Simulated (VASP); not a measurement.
Here is a VASP 6.6.1 calculation.

POSCAR

```
SiC
1.0
    3.0446026768      0.0000000000      0.0000000000
   -1.5223013384      2.6367032626      0.0000000000
    0.0000000000      0.0000000000      5.0572608845
Si C
2 2
Direct
    0.3333333333      0.6666666667      0.0002115789
    0.6666666667      0.3333333333      0.5002115789
    0.3333333333      0.6666666667      0.3747884211
    0.6666666667      0.3333333333      0.8747884211
```

File INCAR.step1:

```
PREC = Accurate
ENCUT = 500
EDIFF = 1E-8
ISMEAR = 0
SIGMA = 0.01
LREAL = F
LASPH = T
NELM = 80
ALGO = Normal
LWAVE = T
LCHARG = F
GGA = PE
```

INCAR.step2

```
PREC = Accurate
ENCUT = 500
EDIFF = 1E-8
ISMEAR = 0
SIGMA = 0.01
LREAL = F
LASPH = T
NELM = 1
ALGO = Exact
LWAVE = T
LCHARG = F
GGA = PE
NBANDS = 177
LOPTICS = T
ISTART = 1
```

File INCAR.step3:

```
PREC = Accurate
ENCUT = 500
EDIFF = 1E-8
ISMEAR = 0
SIGMA = 0.01
LREAL = F
LASPH = T
ALGO = EVGW0
LWAVE = F
LCHARG = F
GGA = PE
NELMGW = 1
NBANDS = 177
ENCUTGW = 150.0
NOMEGA = 96
PRECFOCK = Fast
ISTART = 1
NBANDSGW = 16
OMEGAMAX = 20
```

Contents of KPOINTS:

```
Automatic mesh
0
Gamma
  6 6 4
```

Potentials or basis: VASP PAW PBE potentials, release 64 (Si_GW, C_GW).

The run is started by

```sh
$ cat potpaw_PBE.64/Si_GW/POTCAR potpaw_PBE.64/C_GW/POTCAR > POTCAR
$ cp INCAR.step1 INCAR
$ mpirun -np 1 vasp_std > vasp.out
$ cp INCAR.step2 INCAR
$ mpirun -np 1 vasp_std > vasp.out
$ cp INCAR.step3 INCAR
$ mpirun -np 1 vasp_std > vasp.out
```

Question: Estimate the quasiparticle gap.

Answer: 2.92 eV.

Question: Predict the least direct quasiparticle gap.

Answer: 5.09 eV.

Question: What does it give for the least direct gap of the starting levels on the mesh?

Answer: 4.10 eV.

Question: What does it give for the band gap of the starting levels on the mesh?

Answer: 2.15 eV.

Caveat: the k points lie up to 0.40 Å⁻¹ apart; bands, screening cutoff and mesh are small and nothing is extrapolated, so the quasiparticle values aren't converged.
